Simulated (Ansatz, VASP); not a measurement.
GaCuSe2: VASP beside Ansatz

```xyz
4
Lattice="3.7744 0.0000 0.0000 0.0000 3.7744 0.0000 0.0000 0.0000 5.2659" Properties=species:S:1:pos:R:3 pbc="T T T"
Ga    1.8872    1.8872    2.6329
Cu    0.0000    0.0000    0.0000
Se    0.0000    0.0000    2.6329
Se    1.8872    1.8872    0.0000
```

Alike in both runs: task single point; functional PBE; k mesh 6 × 6 × 4; occupations gaussian, width 0.1 eV; collinear spin.

|  | VASP | Ansatz |
| --- | --- | --- |
| version | VASP 6.6.1 | Ansatz 0.2.0 |
| potentials or method | VASP PAW PBE potentials, release 64 (Ga_d, Cu, Se), cutoff 520 eV | scalar-relativistic, plane waves, PAW |
| valence electrons in the cell | 36 | 64 |

|  | VASP | Ansatz | Ansatz less VASP |
| --- | --- | --- | --- |
| gap on the k mesh at the Fermi level (eV) | none | none | - |
| pressure (GPa) | 0.3 | 0.1 | -0.21 |
| traceless stress, the component that is largest in VASP (GPa) | 0.79 | 0.78 | -0.006 |
| net moment per atom (μB) | 0.00 | 0.00 | 0.000 |

A gap of «none» marks a metal or a gap that the smearing closes. The functional is the same, so the differences come from potentials, cutoffs and numerics. VASP's potentials hold 36 valence electrons a cell and Ansatz's 64, so a difference there can come from the potentials and not from the codes. Ansatz's warnings: seeded moment not kept.
